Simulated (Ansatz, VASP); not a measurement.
**One calculation of Ag, two programs**

INCAR

```
  ALGO = Normal
  EDIFF = 1E-7
  EDIFFG = -0.01
  ENCUT = 600
  GGA = RE
  IBRION = 2
  ISIF = 3
  ISMEAR = -1
  LASPH = T
  LCHARG = F
  LREAL = F
  LWAVE = F
  NELM = 80
  NSW = 80
  PREC = Accurate
  SIGMA = 0.1
```

Contents of KPOINTS:

```
k-points
0
Gamma
  12 12 7
```

File POSCAR:

```
Ag
1.0
    2.8893756962      0.0000000000      0.0000000000
   -1.4446878481      2.5022727540      0.0000000000
    0.0000000000      0.0000000000      4.7183505119
Ag
2
Direct
    0.3333333333      0.6666666667      0.2500000000
    0.6666666667      0.3333333333      0.7500000000
```

Input for Ansatz:

```yaml
crystal:
  lattice:
    - [2.8893756962, 0.0, 0.0]
    - [-1.4446878481, 2.502272754, 0.0]
    - [0.0, 0.0, 4.7183505119]
  atoms:
    - { symbol: Ag, position: [0.3333333333, 0.6666666667, 0.25] }
    - { symbol: Ag, position: [0.6666666667, 0.3333333333, 0.75] }
hamiltonian:
  xc: revpbe
  pseudopotentials:
    kind: paw
    azcp:
      Ag: "pseudopotentials/Ag.paw.azcp"
basis:
  ecutwfc: 420
  fft_grid_basis: typed
kpoints:
  mp_grid: { grid: [12, 12, 7], shift: [0, 0, 0] }
magnetization:
  spin_polarized: false
scf:
  occupations: { method: fermi_dirac, width: 0.1 }
relax:
  max_steps: 60
  f_tol: 0.01
  cell: {}
```

Alike in both runs: task relaxation of cell and atoms; functional revPBE; k mesh 12 × 12 × 7; occupations fermi-dirac, width 0.1 eV; no spin polarisation.

```csv
,VASP,Ansatz
version,VASP 6.6.1,Ansatz 0.2.0
potentials or method,"VASP PAW PBE potentials, release 64 (Ag), cutoff 600 eV","plane waves (420 eV) with PAW, scalar-relativistic"
valence electrons in the cell,22,38
```

|  | VASP | Ansatz | Ansatz less VASP |
| --- | --- | --- | --- |
| relaxed volume (Å³/atom) | 18.46 | 18.50 | +0.043 |
| relaxed cell length with the largest relative difference (Å) | 4.814 | 4.818 | +0.0038 |

VASP's potentials were made for PBE, not for revPBE. VASP's potentials hold 22 valence electrons a cell and Ansatz's 38, so a difference there can come from the potentials and not from the codes.
